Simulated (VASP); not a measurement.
# SnO (P2_1/m) in VASP: further runs

The runs below take SnO through single point, with PBE.

Program: VASP 6.6.1. These are calculated values, not measurements. Logs are shortened: lines on timing, memory, paths and dates and some standing lists are left out, and cuts for length are marked.

## 1. The cell of the first run

The structure is monoclinic, space group P2_1/m (No. 11). Conventional cell: a = 3.867 Å, b = 3.867 Å, c = 5.068 Å, α = 90.00°, β = 90.00°, γ = 90.00°. Within 2.8 Å of Sn (site symmetry m) lie 4 O at 2.13 to 2.38 Å. Within 2.8 Å of O (site symmetry m) lie 4 Sn at 2.13 to 2.38 Å and 4 O at 2.71 to 2.76 Å.

## 2. Single point, PBE (atoms displaced along a vibrational mode)

Input file INCAR:

```
ALGO = Normal ; EDIFF = 1E-6
ENCUT = 520 ; GGA = PE
ISIF = 2 ; ISMEAR = 0
LASPH = T ; LCHARG = F
LREAL = F ; LWAVE = F
NBANDS = 28 ; NELM = 100
PREC = Accurate ; SIGMA = 0.05
```

Input file KPOINTS:

```
k-points
0
Gamma
  10 10 8
```

Input file POSCAR:

```
SnO
1.0
    3.8672772812      0.0000000000      0.0000000000
    0.0000000000      3.8672772812      0.0000000000
    0.0000000000      0.0000000000      5.0679375214
Sn O
2 2
Direct
   -0.0431052619      0.5000000000      0.2286909982
    0.5431052619      0.0000000000      0.7713090018
    0.0045883204      0.0000000000      0.0000000000
    0.4954116796      0.5000000000      0.0000000000
```

Potentials or basis: VASP PAW PBE potentials, release 64 (Sn_d, O).

Run with:

```sh
> cat potpaw_PBE.64/Sn_d/POTCAR potpaw_PBE.64/O/POTCAR > POTCAR
> mpirun -np 1 vasp_std > vasp.out
```

OUTCAR:

```text
EDIFF = 1E-6
   ENCUT = 520
   GGA = PE
   ISIF = 2
   ISMEAR = 0
   LASPH = T
   LREAL = F
   NELM = 100
   PREC = Accurate

 ion  position               nearest neighbor table
   1  0.957  0.500  0.229-   4 2.13   3 2.26   3 2.26   4 2.38   2 3.42   2 3.42   2 3.72   2 3.72

   2  0.543  0.000  0.771-   3 2.13   4 2.26   4 2.26   3 2.38   1 3.42   1 3.42   1 3.72   1 3.72

   3  0.005  0.000  0.000-   2 2.13   1 2.26   1 2.26   2 2.38
   4  0.495  0.500  0.000-   1 2.13   2 2.26   2 2.26   1 2.38

  LATTYP: Found a simple tetragonal cell.
 ALAT       =     3.8672772812
 C/A-ratio  =     1.3104665512

  Lattice vectors:

 A1 = (   3.8672772812,   0.0000000000,   0.0000000000)
 A2 = (   0.0000000000,   3.8672772812,   0.0000000000)
 A3 = (   0.0000000000,   0.0000000000,   5.0679375214)

Analysis of symmetry for initial positions (statically):
=====================================================================
 Subroutine PRICEL returns:
 Original cell was already a primitive cell.

 Routine SETGRP: Setting up the symmetry group for a
 simple tetragonal supercell.

 Subroutine GETGRP returns: Found  4 space group operations
 (whereof  2 operations were pure point group operations)
 out of a pool of 16 trial point group operations.

The static configuration has the point symmetry C_1h.
 The point group associated with its full space group is C_2h.

Analysis of symmetry for dynamics (positions and initial velocities):
=====================================================================
 Subroutine PRICEL returns:
 Original cell was already a primitive cell.

 Routine SETGRP: Setting up the symmetry group for a
 simple tetragonal supercell.

 Subroutine GETGRP returns: Found  4 space group operations
 (whereof  2 operations were pure point group operations)
 out of a pool of 16 trial point group operations.

The dynamic configuration has the point symmetry C_1h.
 The point group associated with its full space group is C_2h.

 Subroutine INISYM returns: Found  4 space group operations
 (whereof  2 operations are pure point group operations),
 and found     1 'primitive' translations

----------------------------------------------------------------------------------------

                                     Primitive cell

  volume of cell :      75.7952

  direct lattice vectors                    reciprocal lattice vectors
     3.867277281  0.000000000  0.000000000     0.258579855  0.000000000  0.000000000
     0.000000000  3.867277281  0.000000000     0.000000000  0.258579855  0.000000000
     0.000000000  0.000000000  5.067937521     0.000000000  0.000000000  0.197318928

  length of vectors
     3.867277281  3.867277281  5.067937521     0.258579855  0.258579855  0.197318928

  position of ions in fractional coordinates (direct lattice)
     0.956894738  0.500000000  0.228690998
     0.543105262  0.000000000  0.771309002
     0.004588320  0.000000000  0.000000000
     0.495411680  0.500000000  0.000000000

  ion indices of the primitive-cell ions
   primitive index   ion index
                 1           1
                 2           2
                 3           3
                 4           4

----------------------------------------------------------------------------------------

 KPOINTS: k-points

Automatic generation of k-mesh.
 Grid dimensions read from file:
 generate k-points for:   10   10    8

 Generating k-lattice:

  Cartesian coordinates                     Fractional coordinates (reciprocal lattice)
     0.025857986  0.000000000  0.000000000     0.100000000  0.000000000  0.000000000
     0.000000000  0.025857986  0.000000000     0.000000000  0.100000000  0.000000000
     0.000000000  0.000000000  0.024664866     0.000000000  0.000000000  0.125000000

  Length of vectors
     0.025857986  0.025857986  0.024664866

  Shift w.r.t. Gamma in fractional coordinates (k-lattice)
     0.000000000  0.000000000  0.000000000

 Subroutine IBZKPT returns following result:
 ===========================================

 Found    252 irreducible k-points:

 Following reciprocal coordinates:
            Coordinates               Weight
  0.000000  0.000000  0.000000      1.000000
  0.100000  0.000000  0.000000      2.000000
  0.000000  0.100000  0.000000      2.000000
  0.200000  0.000000  0.000000      2.000000
  0.000000  0.200000  0.000000      2.000000
  0.300000  0.000000  0.000000      2.000000
[... 16 lines left out ...]
 -0.200000  0.300000  0.000000      4.000000
  0.400000  0.200000  0.000000      4.000000
 [... further k-points ...]
   k-points           NKPTS =    252   k-points in BZ     NKDIM =    252   number of bands    NBANDS=     28
   number of dos      NEDOS =    301   number of ions     NIONS =      4
   total plane-waves  NPLWV =  36000
   dimension x,y,z NGX =    30 NGY =   30 NGZ =   40
   dimension x,y,z NGXF=    60 NGYF=   60 NGZF=   80
   ions per type =               2   2
   NGX,Y,Z   is equivalent  to a cutoff of  12.90, 12.90, 13.12 a.u.
   NGXF,Y,Z  is equivalent  to a cutoff of  25.79, 25.79, 26.24 a.u.
 SYSTEM =  unknown system
   PREC   = accura    normal or accurate (medium, high low for compatibility)
   ISTART =      0    job   : 0-new  1-cont  2-samecut
   ICHARG =      2    charge: 1-file 2-atom 10-const
   ISPIN  =      1    spin polarized calculation?
   LNONCOLLINEAR =      F non collinear calculations
   LSORBIT =      F    spin-orbit coupling
   LASPH  =      T    aspherical Exc in radial PAW
   ENCUT  =  520.0 eV  38.22 Ry    6.18 a.u.   7.19  7.19  9.42*2*pi/ulx,y,z
   NELM   =    100;   NELMIN=  2; NELMDL= -5     # of ELM steps
   EDIFF  = 0.1E-05   stopping-criterion for ELM
   LREAL  =      F    real-space projection
   EDIFFG = 0.1E-04   stopping-criterion for IOM
   NSW    =      0    number of steps for IOM
   IBRION =     -1    ionic relax: 0-MD 1-quasi-New 2-CG
   NFREE  =      0    steps in history (QN), initial steepest desc. (CG)
   ISIF   =      2    stress and relaxation
   ISYM   =      2    0-nonsym 1-usesym 2-fastsym
   POTIM  = 0.5000    time-step for ionic-motion
   TEBEG  =    0.0;   TEEND  =   0.0 temperature during run
   PSTRESS=    0.0 pullay stress
   NELECT =      40.0000    total number of electrons
   NUPDOWN=      -1.0000    fix difference up-down
   EMIN   =  10.00;   EMAX   =-10.00  energy-range for DOS
   EFERMI =   0.00;   METHOD = LEGACY
   ISMEAR =     0;   SIGMA  =   0.05  broadening in eV -4-tet -1-fermi 0-gaus
   EFERMI_NEDOS =   21; number of points for ismear=-14 and -15
   IALGO  =     38    algorithm
   IMIX   =      4    mixing-type and parameters
     AMIX     =   0.40;   BMIX     =  1.00
     AMIX_MAG =   1.60;   BMIX_MAG =  1.00
  volume/ion in A,a.u.               =      18.95       127.87
  Fermi-wavevector in a.u.,A,eV,Ry     =   1.322963  2.500037 23.813322  1.750230
  Thomas-Fermi vector in A             =   2.452605
   LORBIT       =      0    0 simple, 1 ext, 2 COOP (PROOUT), +10 PAW based schemes
   GGA     = PE    functional components
   LHFCALC =     F    Hartree Fock is set to
   AEXX    =    0.0000 exact exchange contribution
   IVDW    =     0    specifies the selected vdW correction
   LEPSILON=     F    determine dielectric tensor
   LRPA    =     F    only Hartree local field effects (RPA)
 non-spin polarized calculation
 Gauss-broadening in eV      SIGMA  =   0.05
  energy-cutoff  :      520.00
  volume of cell :       75.80
 maximum number of plane-waves:      2058
 NGX is ok and might be reduce to    30
   NGX = 15   NGY = 15   NGZ = 19

 number of electron      40.0000007 magnetization

 Free energy of the ion-electron system (eV)
  ---------------------------------------------------
  ext. energy  EPLUGINS =         0.00000000
  ---------------------------------------------------
  free energy    TOTEN  =       -22.58455016 eV

  energy without entropy =      -22.58455016  energy(sigma->0) =      -22.58455016

 E-fermi :   6.4038     XC(G=0):  -9.8144

 val. band max:        6.1291617517   @ k =   0.0000   0.1000   0.0000
 cond. band min:       6.6769218653   @ k =   0.5000   0.5000   0.0000
 fundamental gap:      0.5477601137
 Fermi energy:         6.4038168711

 k-point     1 :       0.0000    0.0000    0.0000
  band No.  band energies     occupation
      1     -15.6503      2.00000
      2     -15.2933      2.00000
      3     -15.2603      2.00000
      4     -15.2531      2.00000
      5     -15.2115      2.00000
      6     -15.2094      2.00000
[... 20 lines left out ...]
     27      13.1491      0.00000
     28      13.6988      0.00000

 k-point     2 :       0.1000    0.0000    0.0000
  band No.  band energies     occupation
      1     -15.6466      2.00000
      2     -15.3009      2.00000
      3     -15.2590      2.00000
      4     -15.2483      2.00000
      5     -15.2135      2.00000
      6     -15.2108      2.00000
[... 20 lines left out ...]
     27      13.2560      0.00000
     28      14.4506      0.00000

 k-point     3 :       0.0000    0.1000    0.0000
  band No.  band energies     occupation
      1     -15.6460      2.00000
      2     -15.3012      2.00000
      3     -15.2586      2.00000
      4     -15.2573      2.00000
      5     -15.2138      2.00000
      6     -15.2083      2.00000
[... 20 lines left out ...]
     27      13.4467      0.00000
     28      14.3118      0.00000

 k-point     4 :       0.2000    0.0000    0.0000
  band No.  band energies     occupation
      1     -15.6366      2.00000
      2     -15.3321      2.00000
      3     -15.2556      2.00000
      4     -15.2369      2.00000
      5     -15.2221      2.00000
      6     -15.2182      2.00000
[... 20 lines left out ...]
     27      13.4424      0.00000
     28      15.9050      0.00000

 k-point     5 :       0.0000    0.2000    0.0000
  band No.  band energies     occupation
      1     -15.6337      2.00000
      2     -15.3433      2.00000
      3     -15.2582      2.00000
      4     -15.2532      2.00000
      5     -15.2191      2.00000
      6     -15.2143      2.00000
[... 20 lines left out ...]
     27      13.6523      0.00000
     28      15.7358      0.00000

 k-point     6 :       0.3000    0.0000    0.0000
  band No.  band energies     occupation
      1     -15.6222      2.00000
      2     -15.3874      2.00000
      3     -15.2510      2.00000
      4     -15.2316      2.00000
      5     -15.2238      2.00000
      6     -15.2233      2.00000
[... 463 lines left out ...]
      5     -15.2248      2.00000
      6     -15.2152      2.00000
[... 20 lines left out ...]
     27      14.8314      0.00000
     28      15.3293      0.00000

 k-point    22 :       0.3000    0.2000    0.0000
  band No.  band energies     occupation
      1     -15.6177      2.00000
      2     -15.4385      2.00000
      3     -15.2511      2.00000
      4     -15.2386      2.00000
      5     -15.2207      2.00000
      6     -15.2160      2.00000
[... 20 lines left out ...]
     27      14.2471      0.00000
     28      14.8968      0.00000

 k-point    23 :      -0.2000    0.3000    0.0000
  band No.  band energies     occupation
      1     -15.6124      2.00000
      2     -15.4512      2.00000
      3     -15.2493      2.00000
      4     -15.2363      2.00000
      5     -15.2263      2.00000
      6     -15.2171      2.00000
[... 20 lines left out ...]
     27      14.3044      0.00000
     28      14.9067      0.00000

 k-point    24 :       0.4000    0.2000    0.0000
  band No.  band energies     occupation
      1     -15.6086      2.00000
      2     -15.4806      2.00000
      3     -15.2459      2.00000
      4     -15.2381      2.00000
      5     -15.2207      2.00000
      6     -15.2120      2.00000
[... 20 lines left out ...]
     27      13.7468      0.00000
     28      14.6200      0.00000

 [... further k-points ...]

------------------------ aborting loop because EDIFF is reached ----------------------------------------

  FORCE on cell =-STRESS in cart. coord.  units (eV):
  Direction    XX          YY          ZZ          XY          YZ          ZX
  --------------------------------------------------------------------------------------
  -------------------------------------------------------------------------------------
  Total        1.0331192      0.2562279      0.7411067      0.0000000      0.0000000      1.7898814
  in kB       21.8383156      5.4162059     15.6656871      0.0000000      0.0000000     37.8349326
  external PRESSURE =      14.3067362 kB  Pullay stress =       0.0000000 kB

 VOLUME and BASIS-vectors are now :
 -----------------------------------------------------------------------------
  energy-cutoff  :      520.00
  volume of cell :       75.80
      direct lattice vectors                 reciprocal lattice vectors
     3.867277281  0.000000000  0.000000000     0.258579855  0.000000000  0.000000000
     0.000000000  3.867277281  0.000000000     0.000000000  0.258579855  0.000000000
     0.000000000  0.000000000  5.067937521     0.000000000  0.000000000  0.197318928

 POSITION                                       TOTAL-FORCE (eV/Angst)
 -----------------------------------------------------------------------------------
      3.70058      1.93364      1.15899         0.881039      0.000000      0.342072
      2.10034      0.00000      3.90895        -0.881039      0.000000     -0.342072
      0.01774      0.00000      0.00000         0.081024      0.000000      0.211757
      1.91589      1.93364      0.00000        -0.081024      0.000000     -0.211757
 -----------------------------------------------------------------------------------
    total drift:                                0.000000      0.000000      0.000000

  FREE ENERGIE OF THE ION-ELECTRON SYSTEM (eV)
  ---------------------------------------------------
  free  energy   TOTEN  =       -22.5845501617 eV

  energy  without entropy=      -22.5845501617  energy(sigma->0) =      -22.58455016
```

It took 3.4 min on 1 thread of Intel Xeon 6975P-C (Granite Rapids), shared host; peak memory 0.51 GiB.

What came out:

```
Free energy            : -22.5846 eV
Pressure               : 1.4 GPa
Largest force          : 0.945 eV/Å
Band gap on the k mesh : 0.55 eV (least direct gap 1.87 eV)
```

Forces on the atoms (eV/Å):
```
Sn   0.881  0.000  0.342
Sn  -0.881  0.000 -0.342
O    0.081  0.000  0.212
O   -0.081  0.000 -0.212
```

Levels at points of the mesh, in eV from the valence-band top:
```tsv
k point	band 16	band 17	band 18	band 19	band 20	band 21	band 22	band 23	band 24	band 25
(0.00, 0.00, 0.00)	-5.69	-3.19	-2.87	-2.86	0.00	1.87	3.97	4.87	5.08	5.50
(0.50, 0.00, 0.00)	-4.61	-4.57	-4.33	-2.69	-1.97	2.92	3.16	5.71	5.71	5.73
(0.00, 0.50, 0.00)	-4.70	-4.42	-4.42	-2.34	-2.34	2.97	2.97	5.58	5.58	6.19
(0.50, 0.50, 0.00)	-4.78	-2.25	-2.25	-1.77	-1.77	0.55	0.55	4.53	4.53	6.79
(0.00, 0.00, 0.50)	-3.34	-3.24	-2.90	-2.88	-1.96	1.65	3.27	3.60	3.81	7.01
(0.50, 0.00, 0.50)	-4.92	-4.56	-4.32	-1.73	-1.33	2.44	2.48	5.03	6.08	6.20
(0.00, 0.50, 0.50)	-5.05	-4.43	-4.43	-1.54	-1.54	2.46	2.46	5.56	5.56	6.49
(0.50, 0.50, 0.50)	-5.14	-2.33	-2.33	-2.25	-2.25	2.64	2.64	3.72	3.72	5.57
```

Caveat: the cell differs from its parent crystal (atoms displaced along a vibrational mode); spin-orbit coupling is left out, which moves the levels of the heavy elements. A k mesh can miss the band edges.

## 3. Single point, PBE (atoms displaced along a vibrational mode, the cell strained)

Input file INCAR:

```
PREC = Accurate ; ENCUT = 520
EDIFF = 1E-7 ; ISMEAR = 0
SIGMA = 0.05 ; LREAL = False
LASPH = True ; NELM = 80
ALGO = Normal ; ISIF = 2
LWAVE = False ; LCHARG = False
GGA = PE ; NBANDS = 28
```

Input file KPOINTS:

```
regular mesh
0
Gamma
  10 10 8
```

Input file POSCAR:

```
SnO
1.0
    3.9187120690      0.0000000000      0.0000000000
    0.0000000000      3.9187120690      0.0000000000
    0.0000000000      0.0000000000      5.0679375214
Sn O
2 2
Direct
   -0.0215397020      0.5000000000      0.2286909982
    0.5215397020      0.0000000000      0.7713090018
    0.0022927840      0.0000000000      0.0000000000
    0.4977072160      0.5000000000      0.0000000000
```

Potentials or basis: VASP PAW PBE potentials, release 64 (Sn_d, O).

Run with:

```sh
> cat potpaw_PBE.64/Sn_d/POTCAR potpaw_PBE.64/O/POTCAR > POTCAR
> mpirun -np 1 vasp_std > vasp.out
```

Run time: 3.2 min. Hardware: 1 thread of Intel Xeon 6975P-C (Granite Rapids), shared host; peak memory 0.5 GiB.

It converged, with:

```
Free energy            : -22.6821 eV
Pressure               : -1.7 GPa
Largest force          : 0.390 eV/Å
Band gap on the k mesh : 0.63 eV (least direct gap 1.87 eV)
```

Forces on the atoms (eV/Å):
```
Sn   0.366  0.000 -0.133
Sn  -0.366  0.000  0.133
O   -0.035  0.000  0.046
O    0.035  0.000 -0.046
```

Stress tensor (GPa, compression positive):
```
-1.98  0.00  1.55
 0.00 -2.35  0.00
 1.55  0.00 -0.81
```

Levels at points of the mesh, in eV from the valence-band top:
```csv
k point,band 16,band 17,band 18,band 19,band 20,band 21,band 22,band 23,band 24,band 25
"(0.00, 0.00, 0.00)",-5.50,-2.93,-2.70,-2.70,-0.01,1.87,4.13,4.90,4.95,5.55
"(0.50, 0.00, 0.00)",-4.31,-4.30,-4.16,-2.32,-1.98,3.04,3.14,5.62,5.65,5.77
"(0.00, 0.50, 0.00)",-4.36,-4.21,-4.21,-2.15,-2.15,3.07,3.07,5.59,5.59,5.95
"(0.50, 0.50, 0.00)",-4.45,-2.08,-2.08,-1.64,-1.64,0.63,0.63,4.67,4.67,6.82
"(0.00, 0.00, 0.50)",-3.38,-2.98,-2.72,-2.71,-1.70,1.68,3.34,3.42,3.71,7.38
"(0.50, 0.00, 0.50)",-4.69,-4.27,-4.14,-1.48,-1.29,2.52,2.57,5.25,5.77,6.21
"(0.00, 0.50, 0.50)",-4.75,-4.20,-4.20,-1.39,-1.39,2.55,2.55,5.52,5.52,6.35
"(0.50, 0.50, 0.50)",-4.80,-2.24,-2.24,-2.08,-2.08,2.74,2.74,3.79,3.79,5.49
```

Caveat: the cell differs from its parent crystal (atoms displaced along a vibrational mode, the cell strained); spin-orbit coupling is left out, which moves the levels of the heavy elements. A k mesh can miss the band edges.
